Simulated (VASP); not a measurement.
# LiF (P6_3/mmc) in VASP: a series of runs, part 2 of 2

VASP 6.6.1. The steps go on from the part before.

**5. Single point, r2SCAN**

Input file POSCAR:

```
LiF
1.0
    2.7757075842      0.0000000000      0.0000000000
   -1.3878537921      2.4038332814      0.0000000000
    0.0000000000      0.0000000000      4.7826938714
Li F
2 2
Direct
    0.0000000000      0.0000000000      0.0000000000
    0.0000000000      0.0000000000      0.5000000000
    0.3333333333      0.6666666667      0.2500000000
    0.6666666667      0.3333333333      0.7500000000
```

Input file INCAR.step1:

```
SYSTEM = LiF
  PREC = Accurate
  ENCUT = 520
  ISMEAR = 0
  SIGMA = 0.01
  LREAL = .False.
  LASPH = .True.
  NELM = 60
  NBANDS = 18
  GGA = PE
  ALGO = Normal
  EDIFF = 1E-4
  LWAVE = .True.
  LCHARG = .False.
```

Input file INCAR.step2:

```
SYSTEM = LiF
  PREC = Accurate
  ENCUT = 520
  EDIFF = 1E-6
  ISMEAR = 0
  SIGMA = 0.01
  LREAL = .False.
  LASPH = .True.
  NELM = 60
  ALGO = Normal
  ISIF = 2
  LWAVE = .False.
  LCHARG = .False.
  METAGGA = R2SCAN
  LMIXTAU = .True.
  NBANDS = 18
  ISTART = 1
```

Input file KPOINTS:

```
regular mesh
0
Gamma
  6 6 4
  0 0 0
```

Potentials or basis: VASP PAW PBE potentials, release 64 (Li_sv, F).

Command:

```bash
$ cat potpaw_PBE.64/Li_sv/POTCAR potpaw_PBE.64/F/POTCAR > POTCAR
$ cp INCAR.step1 INCAR
$ mpirun -np 1 vasp_std > vasp.out
$ cp INCAR.step2 INCAR
$ mpirun -np 1 vasp_std > vasp.out
```

OUTCAR:

```text
SYSTEM = LiF
   PREC = Accurate
   ENCUT = 520
   EDIFF = 1E-6
   ISMEAR = 0
   LREAL = .False.
   LASPH = .True.
   NELM = 60
   ISIF = 2
   METAGGA = R2SCAN
   ISTART = 1

 ion  position               nearest neighbor table
   1  0.000  0.000  0.000-   3 2.00   4 2.00   4 2.00   3 2.00   4 2.00   3 2.00   2 2.39   2 2.39

   2  0.000  0.000  0.500-   3 2.00   4 2.00   4 2.00   3 2.00   4 2.00   3 2.00   1 2.39   1 2.39

   3  0.333  0.667  0.250-   1 2.00   2 2.00   1 2.00   2 2.00   1 2.00   2 2.00
   4  0.667  0.333  0.750-   1 2.00   2 2.00   1 2.00   2 2.00   1 2.00   2 2.00

  LATTYP: Found a hexagonal cell.
 ALAT       =     2.7757075842
 C/A-ratio  =     1.7230539336

  Lattice vectors:

 A1 = (   2.7757075842,   0.0000000000,   0.0000000000)
 A2 = (  -1.3878537921,   2.4038332814,   0.0000000000)
 A3 = (   0.0000000000,   0.0000000000,   4.7826938714)

Analysis of symmetry for initial positions (statically):
=====================================================================
 Subroutine PRICEL returns:
 Original cell was already a primitive cell.
[... 172 lines left out ...]

 E-fermi :  -1.2854     XC(G=0): -10.6677

 val. band max:       -1.3865447882   @ k =   0.0000   0.0000   0.0000
 cond. band min:       9.0148495274   @ k =   0.0000   0.0000   0.0000
 fundamental gap:     10.4013943156
 Fermi energy:        -1.2853652383

 k-point     1 :       0.0000    0.0000    0.0000
  band No.  band energies     occupation
      1     -43.6687      2.00000
      2     -43.5754      2.00000
      3     -22.6496      2.00000
      4     -22.3140      2.00000
      5      -4.0682      2.00000
      6      -1.6940      2.00000
[... 418 lines left out ...]
      5      -3.9748      2.00000
      6      -3.9748      2.00000
[... 10 lines left out ...]
     17      22.5654      0.00000
     18      22.5654      0.00000

------------------------ aborting loop because EDIFF is reached ----------------------------------------

  FORCE on cell =-STRESS in cart. coord.  units (eV):
  Direction    XX          YY          ZZ          XY          YZ          ZX
  --------------------------------------------------------------------------------------
  -------------------------------------------------------------------------------------
  Total       -0.1395957     -0.1395957     -0.1086500      0.0000000      0.0000000      0.0000000
  in kB       -7.0086110     -7.0086110     -5.4549368      0.0000000      0.0000000      0.0000000
  external PRESSURE =      -6.4907196 kB  Pullay stress =       0.0000000 kB

 VOLUME and BASIS-vectors are now :
 -----------------------------------------------------------------------------
  energy-cutoff  :      520.00
  volume of cell :       31.91
      direct lattice vectors                 reciprocal lattice vectors
     2.775707584  0.000000000  0.000000000     0.360268497  0.208001114  0.000000000
    -1.387853792  2.403833281  0.000000000     0.000000000  0.416002228  0.000000000
     0.000000000  0.000000000  4.782693871     0.000000000  0.000000000  0.209087185

 POSITION                                       TOTAL-FORCE (eV/Angst)
 -----------------------------------------------------------------------------------
      0.00000      0.00000      0.00000        -0.000000      0.000000      0.000000
      0.00000      0.00000      2.39135         0.000000      0.000000      0.000000
     -0.00000      1.60256      1.19567        -0.000000     -0.000000      0.000000
      1.38785      0.80128      3.58702         0.000000      0.000000     -0.000000
 -----------------------------------------------------------------------------------
    total drift:                               -0.000000      0.000000     -0.000000

  FREE ENERGIE OF THE ION-ELECTRON SYSTEM (eV)
  ---------------------------------------------------
  free  energy   TOTEN  =       -23.6213857040 eV

  energy  without entropy=      -23.6213857040  energy(sigma->0) =      -23.62138570
```

OUTCAR.step1:

```text
SYSTEM = LiF
   PREC = Accurate
   ENCUT = 520
   ISMEAR = 0
   LREAL = .False.
   LASPH = .True.
   NELM = 60
[... 668 lines left out ...]
      0.00000      0.00000      2.39135         0.000000      0.000000      0.000000
     -0.00000      1.60256      1.19567        -0.000000     -0.000000     -0.000000
      1.38785      0.80128      3.58702         0.000000      0.000000      0.000000
 -----------------------------------------------------------------------------------
    total drift:                               -0.000000      0.000000     -0.000000

  FREE ENERGIE OF THE ION-ELECTRON SYSTEM (eV)
  ---------------------------------------------------
  free  energy   TOTEN  =       -19.0837271139 eV

  energy  without entropy=      -19.0837271139  energy(sigma->0) =      -19.08372711
```

Wall time 21 s (1 thread of Intel Xeon 6975P-C (Granite Rapids), shared host); peak memory 0.15 GiB.

What came out:

- Free energy: -23.6214 eV
- Band gap on the k mesh: 10.40 eV, direct

Levels at points of the mesh, in eV from the valence-band top:
```csv
k point,band 8,band 9,band 10,band 11,band 12,band 13
"(0.00, 0.00, 0.00)",-0.19,0.00,0.00,10.40,11.95,17.94
"(0.50, 0.00, 0.00)",-0.98,-0.71,-0.32,12.30,16.37,17.14
"(0.00, 0.00, 0.50)",-0.09,-0.09,-0.09,11.66,11.66,18.60
"(0.50, 0.00, 0.50)",-0.97,-0.66,-0.66,13.87,13.87,18.12
```

Caveat: the k points lie up to 0.44 Å⁻¹ apart; the cutoff is under 1.25 times the usual one of these potentials, so pressure, stress and relaxed cells hold a basis-set (Pulay) error; the PAW data sets were made with another functional, which shifts forces and pressure a little. A k mesh can miss the band edges.

**6. Single point, PBE**

Input file INCAR:

```
PREC = Accurate ; ENCUT = 520
EDIFF = 1E-6 ; ISMEAR = 0
SIGMA = 0.01 ; LREAL = F
LASPH = T ; NELM = 60
ALGO = Normal ; ISIF = 2
LWAVE = F ; LCHARG = F
GGA = PE ; NBANDS = 18
```

Input file KPOINTS:

```
regular mesh
0
Gamma
  9 9 4
```

POSCAR is that of step 5.

Potentials or basis: VASP PAW PBE potentials, release 64 (Li_sv, F).

Command:

```bash
$ cat potpaw_PBE.64/Li_sv/POTCAR potpaw_PBE.64/F/POTCAR > POTCAR
$ mpirun -np 1 vasp_std > vasp.out
```

It took 8.4 s on 1 thread of Intel Xeon 6975P-C (Granite Rapids), shared host; peak memory 0.14 GiB.

Results (log left out):

```
Free energy            : -19.0837 eV
Band gap on the k mesh : 9.22 eV, direct
```

Levels at points of the mesh, in eV from the valence-band top:
```
           k point  band 6  band 7  band 8  band 9  band 10  band 11  band 12  band 13  band 14  band 15
(0.00, 0.00, 0.00)   -0.30   -0.17   -0.17    0.00     0.00     9.22    10.85    16.50    20.14    20.14
(0.00, 0.00, 0.50)   -1.62   -0.09   -0.09   -0.09    -0.09    10.49    10.49    17.28    17.28    20.97
```

Caveat: the cutoff is under 1.25 times the usual one of these potentials, so pressure, stress and relaxed cells hold a basis-set (Pulay) error. A k mesh can miss the band edges.

**7. Summary**

```csv
level,potentials or basis,k mesh,gap on the mesh (eV)
PBE,"VASP PAW PBE potentials, release 64 (Li_sv, F)",6 × 6 × 4,9.22
LDA,"VASP PAW LDA potentials, release 64 (Li_sv, F)",6 × 6 × 4,8.96
r2SCAN,"VASP PAW PBE potentials, release 64 (Li_sv, F)",6 × 6 × 4,10.40
PBE,"VASP PAW PBE potentials, release 64 (Li_sv, F)",9 × 9 × 4,9.22
```

Alike in all rows: task single point; no spin polarisation; cell as given; cutoff (eV) 520; smearing gaussian 0.01 eV.

Caveats: some runs use coarse meshes; the cutoff is under 1.25 times the usual one of these potentials, so pressure, stress and relaxed cells hold a basis-set (Pulay) error; the PAW data sets were made with another functional, which shifts forces and pressure a little (some runs).

Absolute energies hang on the potentials; compare differences alone.
